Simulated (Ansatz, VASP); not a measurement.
Sc in VASP and in Ansatz

Contents of INCAR:

```
PREC     = Accurate       # precision mode
ENCUT    = 520            # plane-wave cutoff, eV
EDIFF    = 1E-6           # SCF threshold, eV
ISMEAR   = 0              # smearing method
SIGMA    = 0.15           # smearing width, eV
LREAL    = False          # projectors in reciprocal space
LASPH    = True           # aspherical terms in the spheres
NELM     = 80             # most SCF steps
ALGO     = Normal         # electronic algorithm
ISIF     = 2              # what is computed and relaxed
LWAVE    = False          # write WAVECAR
LCHARG   = False          # write CHGCAR
GGA      = PS             # functional
NBANDS   = 12             # bands
```

Contents of KPOINTS:

```
regular mesh
0
Gamma
  18 18 18
```

File POSCAR:

```
Sc
1.0
    0.0000000000      2.2705000000      2.3272625000
    2.2705000000      0.0000000000      2.3272625000
    2.2705000000      2.2705000000      0.0000000000
Sc
1
Direct
    0.0000000000      0.0000000000      0.0000000000
```

Input for Ansatz:

```yaml
crystal:
  lattice:
    - [0.0, 2.2705, 2.3272625]
    - [2.2705, 0.0, 2.3272625]
    - [2.2705, 2.2705, 0.0]
  atoms:
    - { symbol: Sc, position: [0.0, 0.0, 0.0] }
basis:
  ecutwfc: 420
kpoints:
  mp_grid: { grid: [18, 18, 18] }
hamiltonian:
  xc: pbesol
scf:
  occupations: { method: gaussian, width: 0.15 }
output:
  forces: true
  stress: true
  eigenvalues: true
```

Change from the starting cell: strain +0.000 along x and y, +0.025 along z, atoms carried along.

Alike in both runs: task single point; functional PBEsol; k mesh 18 × 18 × 18; occupations gaussian, width 0.15 eV; no spin polarisation.

```csv
,VASP,Ansatz
version,VASP 6.6.1,Ansatz 0.2.0
potentials or method,"VASP PAW PBE potentials, release 64 (Sc_sv), cutoff 520 eV","scalar-relativistic, plane waves, PAW"
valence electrons in the cell,11,11
```

|  | VASP | Ansatz | Ansatz less VASP |
| --- | --- | --- | --- |
| gap on the k mesh at the Fermi level (eV) | none | none | - |
| pressure (GPa) | -0.8 | -0.8 | 0.00 |
| traceless stress, the component that is largest in VASP (GPa) | -0.51 | -0.51 | +0.001 |

VASP's potentials were made for PBE, not for PBEsol. A gap of «none» marks a metal or a gap that the smearing closes.
